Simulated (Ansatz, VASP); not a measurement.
## Two plane-wave programs on NaI

```
Na I
1.0
     5.52267    0.00000    0.00000
    -2.76134    4.78278    0.00000
     0.00000    0.00000    6.58896
Na I
2 2
Direct
  0.33333 0.66667 0.25000
  0.66667 0.33333 0.75000
  0.66667 0.33333 0.25000
  0.33333 0.66667 0.75000
```

Alike in both runs: task single point; functional r2SCAN; k mesh 6 × 6 × 4; no spin polarisation.

|  | VASP | Ansatz |
| --- | --- | --- |
| version | VASP 6.6.1 | Ansatz 0.2.0 |
| potentials or method | VASP PAW PBE potentials, release 64 (Na_pv, I) | plane waves, PAW |
| plane-wave cutoff (eV) | 520 | 500 |
| occupations | gaussian, width 0.01 eV | fixed |
| valence electrons in the cell | 28 | 52 |

```tsv
	VASP	Ansatz	Ansatz less VASP
gap on the k mesh at the Fermi level (eV)	4.11	4.10	-0.003
pressure (GPa)	-0.7	-0.7	+0.04
traceless stress, the component that is largest in VASP (GPa)	-0.08	-0.06	+0.022
```

VASP's potentials were made for PBE, not for r2SCAN. VASP's potentials hold 28 valence electrons a cell and Ansatz's 52, so a difference there can come from the potentials and not from the codes.

Spin-orbit coupling is off throughout.
